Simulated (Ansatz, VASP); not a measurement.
BaS: VASP beside Ansatz

```
Ba S
1.0
     0.00000    3.21439    3.21439
     3.21439    0.00000    3.21439
     3.21439    3.21439    0.00000
Ba S
1 1
Cartesian
  0.0000 0.0000 0.0000
  3.2144 3.2144 3.2144
```

Alike in both runs: task electric field gradients; functional PBE; k mesh 8 × 8 × 8; occupations fermi-dirac, width 0.02 eV; no spin polarisation.

|  | VASP | Ansatz |
| --- | --- | --- |
| version | VASP 6.6.1 | Ansatz 0.2.0 |
| potentials or method | VASP PAW PBE potentials, release 64 (Ba_sv, S) | PAW with Ansatz's default frozen-core files, scalar-relativistic |
| plane-wave cutoff (eV) | 520 | 420 |
| valence electrons in the cell | 16 | 16 |

Ansatz gave:

```
gap on the k mesh at the Fermi level (eV) : 2.23
pressure (GPa)                            : 0.0
```

Q: What did VASP give for the same quantities?

A: gap on the k mesh at the Fermi level (eV): 2.14; pressure (GPa): 0.5.

With one functional, cell and mesh, what is left measures potentials, basis and numerics.

Spin-orbit coupling is off throughout.
